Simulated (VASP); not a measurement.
A run of VASP 6.6.1:

The input INCAR:

```
SYSTEM = Au
PREC = Accurate ; ENCUT = 520
EDIFF = 1E-6 ; ISMEAR = 1
SIGMA = 0.09 ; LREAL = .FALSE.
LASPH = .TRUE. ; NELM = 60
ALGO = Normal ; ISIF = 2
LWAVE = .FALSE. ; LCHARG = .FALSE.
GGA = PE ; NBANDS = 18
```

Contents of KPOINTS:

```
regular mesh
0
G
  13 13 7
  0 0 0
```

The input POSCAR:

```
Au
1.0
    1.5127600000      2.6201740000      0.0000000000
   -1.5127600000      2.6201740000      0.0000000000
    0.0000000000      0.0000000000      4.8856750000
Au
2
Direct
    0.3333300000      0.3333400000      0.2500000000
    0.6666600000      0.6666700000      0.7500000000
```

Potentials or basis: VASP PAW PBE potentials, release 64 (Au).

The run is started by

```console
$ cat potpaw_PBE.64/Au/POTCAR > POTCAR
$ mpirun -np 1 vasp_std > vasp.out
```

Hardware: 1 thread of Intel(R) Xeon(R) Platinum 8375C CPU @ 2.90GHz (Ice Lake) (shared host).

Problem. How long does it take, and how much memory?

Solution. It took 50 s on 1 thread of Intel(R) Xeon(R) Platinum 8375C CPU @ 2.90GHz (Ice Lake), with other jobs on the host, peak memory 0.24 GiB. Counts: scf iterations 11, k points 196.
